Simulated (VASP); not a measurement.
# MgO in VASP: notebook

Aim: see how the results for MgO move with the level of theory and the settings. Levels: PBE, r2SCAN. Tasks: single point.

All numbers are computed with VASP 6.6.1; they aren't measurements. Logs are shortened: lines on timing, memory, paths and dates and some standing lists are left out, and cuts for length are marked.

### Step 1. The cell of the first run

The structure is cubic, space group Fm-3m (No. 225). Conventional cell: a = 3.979 Å, b = 3.979 Å, c = 3.979 Å, α = 90.00°, β = 90.00°, γ = 90.00°. Within 2.6 Å of Mg (site symmetry m-3m) lie 6 O at 1.99 Å. Within 2.6 Å of O (site symmetry m-3m) lie 6 Mg at 1.99 Å.

### Step 2. Single point, PBE (strain -5.4%)

Input file INCAR:

```
SYSTEM = MgO
PREC = Accurate ; ENCUT = 520
EDIFF = 1E-7 ; ISMEAR = -1
SIGMA = 0.02 ; LREAL = .FALSE.
LASPH = .TRUE. ; NELM = 100
ALGO = Normal ; ISIF = 2
LWAVE = .FALSE. ; LCHARG = .FALSE.
GGA = PE ; NBANDS = 11
```

Input file KPOINTS:

```
Automatic mesh
0
G
  10 10 10
  0 0 0
```

Input file POSCAR:

```
MgO
1.0
    0.0000000000      1.9894912433      1.9894912433
    1.9894912433      0.0000000000      1.9894912433
    1.9894912433      1.9894912433      0.0000000000
Mg O
1 1
Direct
    0.0000000000      0.0000000000      0.0000000000
    0.5000000000      0.5000000000      0.5000000000
```

Potentials or basis: VASP PAW PBE potentials, release 64 (Mg, O).

Command:

```console
cat potpaw_PBE.64/Mg/POTCAR potpaw_PBE.64/O/POTCAR > POTCAR
mpirun -np 1 vasp_std > vasp.out
```

OUTCAR:

```text
SYSTEM = MgO
   PREC = Accurate
   ENCUT = 520
   EDIFF = 1E-7
   ISMEAR = -1
   LREAL = .FALSE.
   LASPH = .TRUE.
   NELM = 100
   ISIF = 2
   GGA = PE

 ion  position               nearest neighbor table
   1  0.000  0.000  0.000-   2 1.99   2 1.99   2 1.99   2 1.99   2 1.99   2 1.99
   2  0.500  0.500  0.500-   1 1.99   1 1.99   1 1.99   1 1.99   1 1.99   1 1.99

  LATTYP: Found a face centered cubic cell.
 ALAT       =     3.9789824866

  Lattice vectors:

 A1 = (   0.0000000000,   1.9894912433,   1.9894912433)
 A2 = (   1.9894912433,   0.0000000000,   1.9894912433)
 A3 = (   1.9894912433,   1.9894912433,   0.0000000000)

Analysis of symmetry for initial positions (statically):
=====================================================================
 Subroutine PRICEL returns:
 Original cell was already a primitive cell.

 Routine SETGRP: Setting up the symmetry group for a
 face centered cubic supercell.

 Subroutine GETGRP returns: Found 48 space group operations
 (whereof 48 operations were pure point group operations)
 out of a pool of 48 trial point group operations.

The static configuration has the point symmetry O_h .

Analysis of symmetry for dynamics (positions and initial velocities):
=====================================================================
 Subroutine PRICEL returns:
 Original cell was already a primitive cell.

 Routine SETGRP: Setting up the symmetry group for a
 face centered cubic supercell.

 Subroutine GETGRP returns: Found 48 space group operations
 (whereof 48 operations were pure point group operations)
 out of a pool of 48 trial point group operations.

The dynamic configuration has the point symmetry O_h .

 Subroutine INISYM returns: Found 48 space group operations
 (whereof 48 operations are pure point group operations),
 and found     1 'primitive' translations

----------------------------------------------------------------------------------------

                                     Primitive cell

  volume of cell :      15.7491

  direct lattice vectors                    reciprocal lattice vectors
     0.000000000  1.989491243  1.989491243    -0.251320533  0.251320533  0.251320533
     1.989491243  0.000000000  1.989491243     0.251320533 -0.251320533  0.251320533
     1.989491243  1.989491243  0.000000000     0.251320533  0.251320533 -0.251320533

  length of vectors
     2.813565498  2.813565498  2.813565498     0.435299932  0.435299932  0.435299932

  position of ions in fractional coordinates (direct lattice)
     0.000000000  0.000000000  0.000000000
     0.500000000  0.500000000  0.500000000

  ion indices of the primitive-cell ions
   primitive index   ion index
                 1           1
                 2           2

----------------------------------------------------------------------------------------

 KPOINTS: Automatic mesh

Automatic generation of k-mesh.
 Grid dimensions read from file:
 generate k-points for:   10   10   10

 Generating k-lattice:

  Cartesian coordinates                     Fractional coordinates (reciprocal lattice)
    -0.025132053  0.025132053  0.025132053     0.100000000  0.000000000  0.000000000
     0.025132053 -0.025132053  0.025132053     0.000000000  0.100000000  0.000000000
     0.025132053  0.025132053 -0.025132053     0.000000000  0.000000000  0.100000000

  Length of vectors
     0.043529993  0.043529993  0.043529993

  Shift w.r.t. Gamma in fractional coordinates (k-lattice)
     0.000000000  0.000000000  0.000000000

 Subroutine IBZKPT returns following result:
 ===========================================

 Found     47 irreducible k-points:

 Following reciprocal coordinates:
            Coordinates               Weight
  0.000000  0.000000  0.000000      1.000000
  0.100000  0.000000  0.000000      8.000000
  0.200000  0.000000  0.000000      8.000000
  0.300000  0.000000  0.000000      8.000000
  0.400000  0.000000  0.000000      8.000000
  0.500000  0.000000  0.000000      4.000000
[... 16 lines left out ...]
  0.300000  0.300000  0.000000      6.000000
  0.400000  0.300000  0.000000     24.000000
 [... further k-points ...]
   k-points           NKPTS =     47   k-points in BZ     NKDIM =     47   number of bands    NBANDS=     11
   number of dos      NEDOS =    301   number of ions     NIONS =      2
   total plane-waves  NPLWV =  13824
   dimension x,y,z NGX =    24 NGY =   24 NGZ =   24
   dimension x,y,z NGXF=    48 NGYF=   48 NGZF=   48
   ions per type =               1   1
   NGX,Y,Z   is equivalent  to a cutoff of  14.18, 14.18, 14.18 a.u.
   NGXF,Y,Z  is equivalent  to a cutoff of  28.36, 28.36, 28.36 a.u.
 SYSTEM =  MgO
   PREC   = accura    normal or accurate (medium, high low for compatibility)
   ISTART =      0    job   : 0-new  1-cont  2-samecut
   ICHARG =      2    charge: 1-file 2-atom 10-const
   ISPIN  =      1    spin polarized calculation?
   LNONCOLLINEAR =      F non collinear calculations
   LSORBIT =      F    spin-orbit coupling
   LASPH  =      T    aspherical Exc in radial PAW
   ENCUT  =  520.0 eV  38.22 Ry    6.18 a.u.   5.23  5.23  5.23*2*pi/ulx,y,z
   NELM   =    100;   NELMIN=  2; NELMDL= -5     # of ELM steps
   EDIFF  = 0.1E-06   stopping-criterion for ELM
   LREAL  =      F    real-space projection
   EDIFFG = 0.1E-05   stopping-criterion for IOM
   NSW    =      0    number of steps for IOM
   IBRION =     -1    ionic relax: 0-MD 1-quasi-New 2-CG
   NFREE  =      0    steps in history (QN), initial steepest desc. (CG)
   ISIF   =      2    stress and relaxation
   ISYM   =      2    0-nonsym 1-usesym 2-fastsym
   POTIM  = 0.5000    time-step for ionic-motion
   TEBEG  =    0.0;   TEEND  =   0.0 temperature during run
   PSTRESS=    0.0 pullay stress
   NELECT =       8.0000    total number of electrons
   NUPDOWN=      -1.0000    fix difference up-down
   EMIN   =  10.00;   EMAX   =-10.00  energy-range for DOS
   EFERMI =   0.00;   METHOD = LEGACY
   ISMEAR =    -1;   SIGMA  =   0.02  broadening in eV -4-tet -1-fermi 0-gaus
   EFERMI_NEDOS =   21; number of points for ismear=-14 and -15
   IALGO  =     38    algorithm
   IMIX   =      4    mixing-type and parameters
     AMIX     =   0.40;   BMIX     =  1.00
     AMIX_MAG =   1.60;   BMIX_MAG =  1.00
  volume/ion in A,a.u.               =       7.87        53.14
  Fermi-wavevector in a.u.,A,eV,Ry     =   1.306229  2.468416 23.214741  1.706235
  Thomas-Fermi vector in A             =   2.437045
   LORBIT       =      0    0 simple, 1 ext, 2 COOP (PROOUT), +10 PAW based schemes
   GGA     = PE    functional components
   LHFCALC =     F    Hartree Fock is set to
   AEXX    =    0.0000 exact exchange contribution
   IVDW    =     0    specifies the selected vdW correction
   LEPSILON=     F    determine dielectric tensor
   LRPA    =     F    only Hartree local field effects (RPA)
 non-spin polarized calculation
  energy-cutoff  :      520.00
  volume of cell :       15.75
 maximum number of plane-waves:       444
 NGX is ok and might be reduce to    24
   NGX = 11   NGY = 11   NGZ = 11

 number of electron       8.0000001 magnetization

 Free energy of the ion-electron system (eV)
  ---------------------------------------------------
  ext. energy  EPLUGINS =         0.00000000
  ---------------------------------------------------
  free energy    TOTEN  =       -11.50669902 eV

  energy without entropy =      -11.50669902  energy(sigma->0) =      -11.50669902

 E-fermi :   5.0792     XC(G=0): -11.9171

 val. band max:        4.5967183782   @ k =   0.0000   0.0000   0.0000
 cond. band min:      11.1736900102   @ k =   0.0000   0.0000   0.0000
 fundamental gap:      6.5769716319
 Fermi energy:         5.0791958276

 k-point     1 :       0.0000    0.0000    0.0000
  band No.  band energies     occupation
      1     -13.6374      2.00000
      2       4.5967      2.00000
      3       4.5967      2.00000
      4       4.5967      2.00000
      5      11.1737      0.00000
      6      21.3497      0.00000
      7      21.3497      0.00000
      8      21.3497      0.00000
      9      25.7439      0.00000
     10      27.7314      0.00000
     11      27.7314      0.00000

 k-point     2 :       0.1000    0.0000    0.0000
  band No.  band energies     occupation
      1     -13.4977      2.00000
      2       3.9059      2.00000
      3       4.5054      2.00000
      4       4.5054      2.00000
      5      11.7810      0.00000
      6      20.0480      0.00000
      7      21.6566      0.00000
      8      21.6566      0.00000
      9      27.2263      0.00000
     10      27.2263      0.00000
     11      27.7101      0.00000

 k-point     3 :       0.2000    0.0000    0.0000
  band No.  band energies     occupation
      1     -13.1089      2.00000
      2       2.4060      2.00000
      3       4.2752      2.00000
      4       4.2752      2.00000
      5      12.9280      0.00000
      6      18.6026      0.00000
      7      22.3611      0.00000
      8      22.3611      0.00000
      9      26.6436      0.00000
     10      26.6436      0.00000
     11      29.6922      0.00000

 k-point     4 :       0.3000    0.0000    0.0000
  band No.  band energies     occupation
      1     -12.5720      2.00000
      2       0.8233      2.00000
      3       4.0065      2.00000
      4       4.0065      2.00000
      5      13.6209      0.00000
      6      18.3096      0.00000
      7      22.8160      0.00000
      8      22.8160      0.00000
      9      27.0773      0.00000
     10      27.0773      0.00000
     11      29.2213      0.00000
[... 239 lines left out ...]
 k-point    22 :      -0.2000    0.2000    0.0000
  band No.  band energies     occupation
      1     -12.4166      2.00000
      2       1.0599      2.00000
      3       2.9640      2.00000
      4       3.9868      2.00000
      5      14.8360      0.00000
      6      17.4380      0.00000
      7      21.7291      0.00000
      8      24.3565      0.00000
      9      24.5725      0.00000
     10      28.0549      0.00000
     11      32.6332      0.00000

 k-point    23 :       0.3000    0.3000    0.0000
  band No.  band energies     occupation
      1     -12.3118      2.00000
      2       0.9619      2.00000
      3       3.4717      2.00000
      4       3.4717      2.00000
      5      15.3322      0.00000
      6      15.4092      0.00000
      7      21.0272      0.00000
      8      24.6898      0.00000
      9      24.6898      0.00000
     10      30.7137      0.00000
     11      35.7169      0.00000

 k-point    24 :       0.4000    0.3000    0.0000
  band No.  band energies     occupation
      1     -11.9714      2.00000
      2       0.4268      2.00000
      3       3.0273      2.00000
      4       3.2933      2.00000
      5      14.9927      0.00000
      6      16.2888      0.00000
      7      20.1347      0.00000
      8      25.1294      0.00000
      9      25.3763      0.00000
     10      31.6549      0.00000
     11      35.2303      0.00000

 [... further k-points ...]
[... 5 lines left out ...]
  --------------------------------------------------------------------------------------
  -------------------------------------------------------------------------------------
  Total        4.3899883      4.3899883      4.3899883     -0.0000000      0.0000000      0.0000000
  in kB      446.5991102    446.5991102    446.5991102     -0.0000000      0.0000000      0.0000000
  external PRESSURE =     446.5991102 kB  Pullay stress =       0.0000000 kB

 VOLUME and BASIS-vectors are now :
 -----------------------------------------------------------------------------
  energy-cutoff  :      520.00
  volume of cell :       15.75
      direct lattice vectors                 reciprocal lattice vectors
     0.000000000  1.989491243  1.989491243    -0.251320533  0.251320533  0.251320533
     1.989491243  0.000000000  1.989491243     0.251320533 -0.251320533  0.251320533
     1.989491243  1.989491243  0.000000000     0.251320533  0.251320533 -0.251320533

 POSITION                                       TOTAL-FORCE (eV/Angst)
 -----------------------------------------------------------------------------------
      0.00000      0.00000      0.00000        -0.000000     -0.000000     -0.000000
      1.98949      1.98949      1.98949         0.000000      0.000000      0.000000
 -----------------------------------------------------------------------------------
    total drift:                               -0.000000     -0.000000      0.000000

  FREE ENERGIE OF THE ION-ELECTRON SYSTEM (eV)
  ---------------------------------------------------
  free  energy   TOTEN  =       -11.5066990183 eV

  energy  without entropy=      -11.5066990183  energy(sigma->0) =      -11.50669902
```

Run time: 12 s. Hardware: 1 thread of AMD EPYC 7R43 (Zen 3), shared host; peak memory 0.1 GiB.

Results:

| Property | Result |
| --- | --- |
| Free energy | -11.5067 eV |
| Pressure | 44.7 GPa |
| Band gap on the k mesh | 6.58 eV, direct |

Caveat: the cell differs from its parent crystal (strain -5.4%).

### Step 3. Single point, r2SCAN (strain -5.4%)

POSCAR is that of step 2.

Input file INCAR.step1:

```
  ALGO = Normal
  EDIFF = 1E-4
  ENCUT = 520
  GGA = PE
  ISMEAR = 0
  LASPH = T
  LCHARG = F
  LREAL = F
  LWAVE = T
  NBANDS = 11
  NELM = 60
  PREC = Accurate
  SIGMA = 0.01
```

Input file INCAR.step2:

```
  ALGO = Normal
  EDIFF = 1E-6
  ENCUT = 520
  ISIF = 2
  ISMEAR = 0
  ISTART = 1
  LASPH = T
  LCHARG = F
  LMIXTAU = T
  LREAL = F
  LWAVE = F
  METAGGA = R2SCAN
  NBANDS = 11
  NELM = 60
  PREC = Accurate
  SIGMA = 0.01
```

Input file KPOINTS:

```
k-points
0
Gamma
  10 10 10
```

Potentials or basis: VASP PAW PBE potentials, release 64 (Mg, O).

Command:

```console
cat potpaw_PBE.64/Mg/POTCAR potpaw_PBE.64/O/POTCAR > POTCAR
cp INCAR.step1 INCAR
mpirun -np 1 vasp_std > vasp.out
cp INCAR.step2 INCAR
mpirun -np 1 vasp_std > vasp.out
```

It took 54 s on 1 thread of AMD EPYC 7R43 (Zen 3), shared host; peak memory 0.11 GiB.

The run converged. Its results:

| Item | Value |
| --- | --- |
| Free energy | -15.8795 eV |
| Pressure | 37.7 GPa |
| Band gap on the k mesh | 7.53 eV, direct |

Levels at points of the mesh, in eV from the valence-band top:
```csv
k point,band 2,band 3,band 4,band 5,band 6,band 7
"(0.00, 0.00, 0.00)",0.00,0.00,0.00,7.53,17.83,17.83
"(0.50, 0.00, 0.00)",-5.44,-0.89,-0.89,9.99,15.92,19.30
"(0.50, 0.50, 0.00)",-4.85,-1.63,-1.63,10.21,13.13,16.32
```

Caveat: the cell differs from its parent crystal (strain -5.4%); the PAW data sets were made with another functional, which shifts forces and pressure a little.

[end of part 1 of 2]
